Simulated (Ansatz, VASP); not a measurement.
**Two plane-wave programs on InP**

INCAR

```
PREC = Accurate ; ENCUT = 520
EDIFF = 1E-7 ; ISMEAR = 0
SIGMA = 0.01 ; LREAL = False
LASPH = True ; NELM = 100
ALGO = Normal ; ISIF = 2
LWAVE = False ; LCHARG = False
GGA = CA ; NBANDS = 16
```

The input KPOINTS:

```
Automatic mesh
0
Gamma
  8 8 8
```

The input POSCAR:

```
InP
1.0
    0.0000000000      2.9537876370      2.9537876370
    2.9537876370      0.0000000000      2.9537876370
    2.9537876370      2.9537876370      0.0000000000
In P
1 1
Direct
    0.0000000000      0.0000000000      0.0000000000
    0.2500000000      0.2500000000      0.2500000000
```

Input for Ansatz:

```yaml
crystal:
  lattice:
    - [0.0, 2.953787637, 2.953787637]
    - [2.953787637, 0.0, 2.953787637]
    - [2.953787637, 2.953787637, 0.0]
  atoms:
    - { symbol: In, position: [0.0, 0.0, 0.0] }
    - { symbol: P, position: [0.25, 0.25, 0.25] }
kpoints:
  mp_grid: { grid: [8, 8, 8] }
  band_path:
    path:
      - [0.0, 0.0, 0.0]
      - [-0.5, -0.5, 0.0]
      - [-0.375, -0.375, 0.25]
      - [-0.375, 0.0, 0.375]
      - [0.0, 0.0, 0.5]
      - [-0.5, -0.25, 0.25]
    npoints: 1
hamiltonian:
  xc: lda
scf:
  occupations: { method: fixed }
  n_extra_bands: 4
output:
  forces: true
  stress: true
  eigenvalues: true
  write_density: true
  write_potential: true
  elf: true
  volumetric_format: npy
```

Alike in both runs: task single point; functional LDA; k mesh 8 × 8 × 8; no spin polarisation.

|  | VASP | Ansatz |
| --- | --- | --- |
| version | VASP 6.6.1 | Ansatz 0.2.0 |
| potentials or method | VASP PAW LDA potentials, release 64 (In_d, P) | plane waves, PAW |
| plane-wave cutoff (eV) | 520 | 420 |
| occupations | gaussian, width 0.01 eV | fixed |
| valence electrons in the cell | 18 | 18 |

|  | VASP | Ansatz | Ansatz less VASP |
| --- | --- | --- | --- |
| gap on the k mesh at the Fermi level (eV) | 0.38 | 0.35 | -0.029 |
| pressure (GPa) | -2.7 | -2.7 | -0.01 |

LDA's correlation is that of Perdew and Zunger in VASP and of Perdew and Wang (1992) in Ansatz.
